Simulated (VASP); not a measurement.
Set up this calculation in VASP 6.6.1, as the native input.

- Task: single point
- Functional: PBE
- Potentials or basis: VASP PAW PBE potentials, release 64 (Li_sv)
- Cutoff: 520 eV
- k mesh: 14 × 14 × 14
- Occupations: fermi-dirac, width 0.05 eV
- Spin: no spin polarisation
- Dipole correction: no
- Further INCAR settings: ALGO = Normal; EDIFF = 1e-06; NBANDS = 8

The structure of Li lies in POSCAR:

```
Li
1.0
    2.5126255515      0.0000000000      0.0000000000
    0.0000000000      2.5126255515      0.0000000000
    0.0000000000      0.0000000000      2.5126255515
Li
1
Direct
    0.0000000000      0.0000000000      0.0000000000
```

This isn't the form of Li at room conditions, which is bcc.

These files were run (other wordings do the same):

INCAR

```
SYSTEM = Li
PREC = Accurate
ENCUT = 520
EDIFF = 1E-6
ISMEAR = -1
SIGMA = 0.05
LREAL = .FALSE.
LASPH = .TRUE.
NELM = 100
ALGO = Normal
ISIF = 2
LWAVE = .FALSE.
LCHARG = .FALSE.
GGA = PE
NBANDS = 8
```

KPOINTS

```
regular mesh
0
G
  14 14 14
  0 0 0
```

Potentials or basis: VASP PAW PBE potentials, release 64 (Li_sv).

Run with:

```console
$ cat potpaw_PBE.64/Li_sv/POTCAR > POTCAR
$ mpirun -np 1 vasp_std > vasp.out
```

Results of the run:

```json
{
 "Band gap on the k mesh": "zero (an odd number of electrons rules out a gap without spin polarisation)"
}
```

Wall time 19 s on 1 thread of AMD EPYC 7R13 (shared host), peak memory 0.09 GiB.
